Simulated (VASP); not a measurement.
# ZnBi3 (Pm-3m) in VASP: single point with PBEsol+D4

Aim: the single point of ZnBi3 with PBEsol+D4.

Program: VASP 6.6.1. These are calculated values, not measurements. Logs are shortened: lines on timing, memory, paths and dates and some standing lists are left out, and cuts for length are marked.

## Step 1: The cell of the first run

The structure is cubic, space group Pm-3m (No. 221). Conventional cell: a = 4.873 Å, b = 4.873 Å, c = 4.873 Å, α = 90.00°, β = 90.00°, γ = 90.00°. Within 4.5 Å of Zn (site symmetry m-3m) lie 12 Bi at 3.45 Å. Within 4.5 Å of Bi (site symmetry 4/mmm) lie 4 Zn at 3.45 Å and 8 Bi at 3.45 Å.

## Step 2: Single point, PBEsol+D4

The input, INCAR:

```
PREC     = Accurate       # precision mode
ENCUT    = 520            # plane-wave cutoff, eV
EDIFF    = 1E-6           # SCF threshold, eV
ISMEAR   = 1              # smearing method
SIGMA    = 0.1            # smearing width, eV
LREAL    = F              # projectors in reciprocal space
LASPH    = T              # aspherical terms in the spheres
NELM     = 60             # most SCF steps
ALGO     = Normal         # electronic algorithm
ISIF     = 2              # what is computed and relaxed
LWAVE    = F              # write WAVECAR
LCHARG   = F              # write CHGCAR
GGA      = PS             # functional
IVDW     = 13             # dispersion correction
NBANDS   = 36             # bands
```

The input, KPOINTS:

```
Automatic mesh
0
Gamma
  4 4 4
  0.5 0.5 0.5
```

The input, POSCAR:

```
ZnBi3
1.0
    4.8731640000      0.0000000000      0.0000000000
    0.0000000000      4.8731640000      0.0000000000
    0.0000000000      0.0000000000      4.8731640000
Zn Bi
1 3
Direct
    0.0000000000      0.0000000000      0.0000000000
    0.0000000000      0.5000000000      0.5000000000
    0.5000000000      0.0000000000      0.5000000000
    0.5000000000      0.5000000000      0.0000000000
```

Potentials or basis: VASP PAW PBE potentials, release 64 (Zn, Bi_d).

Run with:

```
$ cat potpaw_PBE.64/Zn/POTCAR potpaw_PBE.64/Bi_d/POTCAR > POTCAR
$ mpirun -np 1 vasp_std > vasp.out
```

OUTCAR:

```text
PREC = Accurate
   ENCUT = 520
   EDIFF = 1E-6
   ISMEAR = 1
   LREAL = F
   LASPH = T
   NELM = 60
   ISIF = 2
   GGA = PS
   IVDW = 13

 ion  position               nearest neighbor table
   1  0.000  0.000  0.000-   2 3.45   3 3.45   4 3.45   2 3.45   3 3.45   2 3.45   4 3.45   2 3.45
                             3 3.45   4 3.45   3 3.45   4 3.45
   2  0.000  0.500  0.500-   1 3.45   3 3.45   4 3.45   1 3.45   4 3.45   1 3.45   3 3.45   1 3.45
                             3 3.45   4 3.45   4 3.45   3 3.45
   3  0.500  0.000  0.500-   1 3.45   2 3.45   4 3.45   1 3.45   4 3.45   2 3.45   4 3.45   4 3.45
                             1 3.45   2 3.45   1 3.45   2 3.45
   4  0.500  0.500  0.000-   1 3.45   2 3.45   3 3.45   2 3.45   3 3.45   1 3.45   3 3.45   3 3.45
                             1 3.45   2 3.45   2 3.45   1 3.45

  LATTYP: Found a simple cubic cell.
 ALAT       =     4.8731640000

  Lattice vectors:

 A1 = (   4.8731640000,   0.0000000000,   0.0000000000)
 A2 = (   0.0000000000,   4.8731640000,   0.0000000000)
 A3 = (   0.0000000000,   0.0000000000,   4.8731640000)

Analysis of symmetry for initial positions (statically):
=====================================================================
 Subroutine PRICEL returns:
 Original cell was already a primitive cell.

 Routine SETGRP: Setting up the symmetry group for a
 simple cubic supercell.

 Subroutine GETGRP returns: Found 48 space group operations
 (whereof 48 operations were pure point group operations)
 out of a pool of 48 trial point group operations.

The static configuration has the point symmetry O_h .

Analysis of symmetry for dynamics (positions and initial velocities):
=====================================================================
 Subroutine PRICEL returns:
 Original cell was already a primitive cell.

 Routine SETGRP: Setting up the symmetry group for a
 simple cubic supercell.

 Subroutine GETGRP returns: Found 48 space group operations
 (whereof 48 operations were pure point group operations)
 out of a pool of 48 trial point group operations.

The dynamic configuration has the point symmetry O_h .

 Subroutine INISYM returns: Found 48 space group operations
 (whereof 48 operations are pure point group operations),
 and found     1 'primitive' translations

----------------------------------------------------------------------------------------

                                     Primitive cell

  volume of cell :     115.7266

  direct lattice vectors                    reciprocal lattice vectors
     4.873164000  0.000000000  0.000000000     0.205205489  0.000000000  0.000000000
     0.000000000  4.873164000  0.000000000     0.000000000  0.205205489  0.000000000
     0.000000000  0.000000000  4.873164000     0.000000000  0.000000000  0.205205489

  length of vectors
     4.873164000  4.873164000  4.873164000     0.205205489  0.205205489  0.205205489

  position of ions in fractional coordinates (direct lattice)
     0.000000000  0.000000000  0.000000000
     0.000000000  0.500000000  0.500000000
     0.500000000  0.000000000  0.500000000
     0.500000000  0.500000000  0.000000000

  ion indices of the primitive-cell ions
   primitive index   ion index
                 1           1
                 2           2
                 3           3
                 4           4

----------------------------------------------------------------------------------------

 KPOINTS: Automatic mesh

Automatic generation of k-mesh.
 Grid dimensions read from file:
 generate k-points for:    4    4    4

 Generating k-lattice:

  Cartesian coordinates                     Fractional coordinates (reciprocal lattice)
     0.051301372  0.000000000  0.000000000     0.250000000  0.000000000  0.000000000
     0.000000000  0.051301372  0.000000000     0.000000000  0.250000000  0.000000000
     0.000000000  0.000000000  0.051301372     0.000000000  0.000000000  0.250000000

  Length of vectors
     0.051301372  0.051301372  0.051301372

  Shift w.r.t. Gamma in fractional coordinates (k-lattice)
     0.500000000  0.500000000  0.500000000

 Subroutine IBZKPT returns following result:
 ===========================================

 Found      4 irreducible k-points:

 Following reciprocal coordinates:
            Coordinates               Weight
  0.125000  0.125000  0.125000      8.000000
  0.375000  0.125000  0.125000     24.000000
  0.375000  0.375000  0.125000     24.000000
  0.375000  0.375000  0.375000      8.000000
   k-points           NKPTS =      4   k-points in BZ     NKDIM =      4   number of bands    NBANDS=     36
   number of dos      NEDOS =    301   number of ions     NIONS =      4
   total plane-waves  NPLWV =  46656
   dimension x,y,z NGX =    36 NGY =   36 NGZ =   36
   dimension x,y,z NGXF=    72 NGYF=   72 NGZF=   72
   ions per type =               1   3
   NGX,Y,Z   is equivalent  to a cutoff of  12.28, 12.28, 12.28 a.u.
   NGXF,Y,Z  is equivalent  to a cutoff of  24.56, 24.56, 24.56 a.u.
 SYSTEM =  unknown system
   PREC   = accura    normal or accurate (medium, high low for compatibility)
   ISTART =      0    job   : 0-new  1-cont  2-samecut
   ICHARG =      2    charge: 1-file 2-atom 10-const
   ISPIN  =      1    spin polarized calculation?
   LNONCOLLINEAR =      F non collinear calculations
   LSORBIT =      F    spin-orbit coupling
   LASPH  =      T    aspherical Exc in radial PAW
   ENCUT  =  520.0 eV  38.22 Ry    6.18 a.u.   9.06  9.06  9.06*2*pi/ulx,y,z
   NELM   =     60;   NELMIN=  2; NELMDL= -5     # of ELM steps
   EDIFF  = 0.1E-05   stopping-criterion for ELM
   LREAL  =      F    real-space projection
   EDIFFG = 0.1E-04   stopping-criterion for IOM
   NSW    =      0    number of steps for IOM
   IBRION =     -1    ionic relax: 0-MD 1-quasi-New 2-CG
   NFREE  =      0    steps in history (QN), initial steepest desc. (CG)
   ISIF   =      2    stress and relaxation
   ISYM   =      2    0-nonsym 1-usesym 2-fastsym
   POTIM  = 0.5000    time-step for ionic-motion
   TEBEG  =    0.0;   TEEND  =   0.0 temperature during run
   PSTRESS=    0.0 pullay stress
   NELECT =      57.0000    total number of electrons
   NUPDOWN=      -1.0000    fix difference up-down
   EMIN   =  10.00;   EMAX   =-10.00  energy-range for DOS
   EFERMI =   0.00;   METHOD = LEGACY
   ISMEAR =     1;   SIGMA  =   0.10  broadening in eV -4-tet -1-fermi 0-gaus
   EFERMI_NEDOS =   21; number of points for ismear=-14 and -15
   IALGO  =     38    algorithm
   IMIX   =      4    mixing-type and parameters
     AMIX     =   0.40;   BMIX     =  1.00
     AMIX_MAG =   1.60;   BMIX_MAG =  1.00
  volume/ion in A,a.u.               =      28.93       195.24
  Fermi-wavevector in a.u.,A,eV,Ry     =   1.292872  2.443173 22.742372  1.671517
  Thomas-Fermi vector in A             =   2.424553
   LORBIT       =      0    0 simple, 1 ext, 2 COOP (PROOUT), +10 PAW based schemes
   GGA     = PS    functional components
   LHFCALC =     F    Hartree Fock is set to
   AEXX    =    0.0000 exact exchange contribution
   IVDW    =    13    specifies the selected vdW correction
   LEPSILON=     F    determine dielectric tensor
   LRPA    =     F    only Hartree local field effects (RPA)
 non-spin polarized calculation
 Methfessel and Paxton  Order N= 1 SIGMA  =   0.10
  energy-cutoff  :      520.00
  volume of cell :      115.73
 maximum number of plane-waves:      3133
 NGX is ok and might be reduce to    36
   NGX = 19   NGY = 19   NGZ = 19

 number of electron      57.0000006 magnetization

 Free energy of the ion-electron system (eV)
  ---------------------------------------------------
  ext. energy  EPLUGINS =         0.00000000
  ---------------------------------------------------
  free energy    TOTEN  =       -13.68023729 eV

  energy without entropy =      -13.68264189  energy(sigma->0) =      -13.68103882

 E-fermi :   6.3585     XC(G=0): -10.3109

 val. band max:        6.2748471700   @ k =   0.1250   0.1250   0.1250
 cond. band min:       6.5930957477   @ k =   0.3750   0.3750   0.1250
 fundamental gap:      0.3182485777
 Fermi energy:         6.3584556859

 k-point     1 :       0.1250    0.1250    0.1250
  band No.  band energies     occupation
      1     -16.5348      2.00000
      2     -16.5278      2.00000
      3     -16.5278      2.00000
      4     -16.4978      2.00000
      5     -16.4547      2.00000
      6     -16.4547      2.00000
      7     -16.4099      2.00000
      8     -16.3970      2.00000
      9     -16.3970      2.00000
     10     -16.3640      2.00000
     11     -16.3640      2.00000
     12     -16.3356      2.00000
     13     -16.3031      2.00000
     14     -16.3031      2.00000
     15     -16.2924      2.00000
     16      -6.5113      2.00000
     17      -3.2633      2.00000
     18      -3.2633      2.00000
     19      -0.5647      2.00000
     20      -0.5613      2.00000
     21      -0.5613      2.00000
     22      -0.5156      2.00000
     23      -0.5156      2.00000
     24       1.8925      2.00000
     25       3.2613      2.00000
     26       3.2613      2.00000
     27       4.7136      2.00000
     28       6.2748      1.99742
     29       6.2748      1.99742
     30       7.3588     -0.00000
     31       7.6542     -0.00000
     32       8.7071      0.00000
     33       8.7071      0.00000
     34      11.1394      0.00000
     35      12.1513      0.00000
     36      12.1891      0.00000

 k-point     2 :       0.3750    0.1250    0.1250
  band No.  band energies     occupation
      1     -16.5252      2.00000
      2     -16.4852      2.00000
      3     -16.4769      2.00000
      4     -16.4583      2.00000
      5     -16.4494      2.00000
      6     -16.4200      2.00000
      7     -16.4195      2.00000
      8     -16.4030      2.00000
      9     -16.3979      2.00000
     10     -16.3923      2.00000
     11     -16.3780      2.00000
     12     -16.3630      2.00000
     13     -16.3598      2.00000
     14     -16.3386      2.00000
     15     -16.2977      2.00000
     16      -5.8997      2.00000
     17      -4.3699      2.00000
     18      -3.1490      2.00000
     19      -0.5823      2.00000
     20      -0.5815      2.00000
     21      -0.5593      2.00000
     22      -0.5453      2.00000
     23      -0.5247      2.00000
     24       2.0125      2.00000
     25       3.4577      2.00000
     26       3.7577      2.00000
     27       4.8431      2.00000
     28       5.5247      2.00000
     29       6.1319      2.00619
     30       7.3127     -0.00000
     31       7.7955     -0.00000
     32       8.0910     -0.00000
     33       9.0354      0.00000
     34       9.4884      0.00000
     35      11.7579      0.00000
     36      11.7847      0.00000

 k-point     3 :       0.3750    0.3750    0.1250
  band No.  band energies     occupation
      1     -16.4902      2.00000
      2     -16.4828      2.00000
      3     -16.4709      2.00000
      4     -16.4579      2.00000
      5     -16.4420      2.00000
      6     -16.4262      2.00000
      7     -16.4097      2.00000
      8     -16.4090      2.00000
      9     -16.4030      2.00000
     10     -16.3958      2.00000
     11     -16.3818      2.00000
     12     -16.3657      2.00000
     13     -16.3539      2.00000
     14     -16.3517      2.00000
     15     -16.3237      2.00000
     16      -5.3039      2.00000
     17      -4.2916      2.00000
     18      -3.8865      2.00000
     19      -0.5842      2.00000
     20      -0.5713      2.00000
     21      -0.5691      2.00000
     22      -0.5317      2.00000
     23      -0.5058      2.00000
     24       1.3357      2.00000
     25       2.8110      2.00000
     26       4.1241      2.00000
     27       4.2954      2.00000
     28       5.6109      2.00000
     29       6.5931     -0.00447
     30       6.9288     -0.00000
     31       7.7294     -0.00000
     32       9.0067      0.00000
     33       9.8255      0.00000
     34       9.9118      0.00000
     35      10.9513      0.00000
     36      12.8933      0.00000

 k-point     4 :       0.3750    0.3750    0.3750
  band No.  band energies     occupation
      1     -16.4908      2.00000
      2     -16.4844      2.00000
      3     -16.4844      2.00000
      4     -16.4617      2.00000
      5     -16.4605      2.00000
      6     -16.4605      2.00000
      7     -16.4563      2.00000
      8     -16.3925      2.00000
      9     -16.3845      2.00000
     10     -16.3845      2.00000
     11     -16.3685      2.00000
     12     -16.3685      2.00000
     13     -16.3296      2.00000
     14     -16.3296      2.00000
     15     -16.3057      2.00000
     16      -4.8071      2.00000
     17      -4.1246      2.00000
     18      -4.1246      2.00000
     19      -0.5460      2.00000
     20      -0.5460      2.00000
     21      -0.5401      2.00000
     22      -0.5049      2.00000
     23      -0.5049      2.00000
     24       1.2996      2.00000
     25       2.0757      2.00000
     26       2.4561      2.00000
     27       2.4561      2.00000
     28       4.5832      2.00000
     29       8.6605      0.00000
     30       8.6605      0.00000
     31       9.9097      0.00000
     32      10.2341      0.00000
     33      10.2341      0.00000
     34      11.2157      0.00000
     35      12.7991      0.00000
     36      12.7991      0.00000

------------------------ aborting loop because EDIFF is reached ----------------------------------------

  DFT-D4 for vdW energy calculation

  Edisp (eV):   -1.07719

  FORCE on cell =-STRESS in cart. coord.  units (eV):
  Direction    XX          YY          ZZ          XY          YZ          ZX
  --------------------------------------------------------------------------------------
  -------------------------------------------------------------------------------------
  Total      -3.09633    -3.09633    -3.09633     0.00000     0.00000    -0.00000
  in kB     -42.86713   -42.86713   -42.86713     0.00000     0.00000    -0.00000
  external pressure =      -42.87 kB  Pullay stress =        0.00 kB

 VOLUME and BASIS-vectors are now :
 -----------------------------------------------------------------------------
  energy-cutoff  :      520.00
  volume of cell :      115.73
      direct lattice vectors                 reciprocal lattice vectors
     4.873164000  0.000000000  0.000000000     0.205205489  0.000000000  0.000000000
     0.000000000  4.873164000  0.000000000     0.000000000  0.205205489  0.000000000
     0.000000000  0.000000000  4.873164000     0.000000000  0.000000000  0.205205489

 POSITION                                       TOTAL-FORCE (eV/Angst)
 -----------------------------------------------------------------------------------
      0.00000      0.00000      0.00000         0.000000      0.000000      0.000000
      0.00000      2.43658      2.43658         0.000000      0.000000      0.000000
      2.43658      0.00000      2.43658         0.000000      0.000000      0.000000
      2.43658      2.43658      0.00000         0.000000      0.000000      0.000000
 -----------------------------------------------------------------------------------
    total drift:                                0.000000      0.000000      0.000000

  FREE ENERGIE OF THE ION-ELECTRON SYSTEM (eV)
  ---------------------------------------------------
  free  energy   TOTEN  =       -14.7574261173 eV

  energy  without entropy=      -14.7598307209  energy(sigma->0) =      -14.75822765
```

It took 22 s on 1 thread of Intel Xeon 8259CL, shared host; peak memory 0.2 GiB.

Results:

* Free energy: -14.7574 eV
* Pressure: -4.3 GPa
* Band gap on the k mesh: zero (an odd number of electrons rules out a gap without spin polarisation)
* Dispersion energy per atom: -0.269 eV

Caveat: the cell stands under tension; the PAW data sets were made with another functional, which shifts forces and pressure a little; spin-orbit coupling is left out, which moves the levels of the heavy elements.
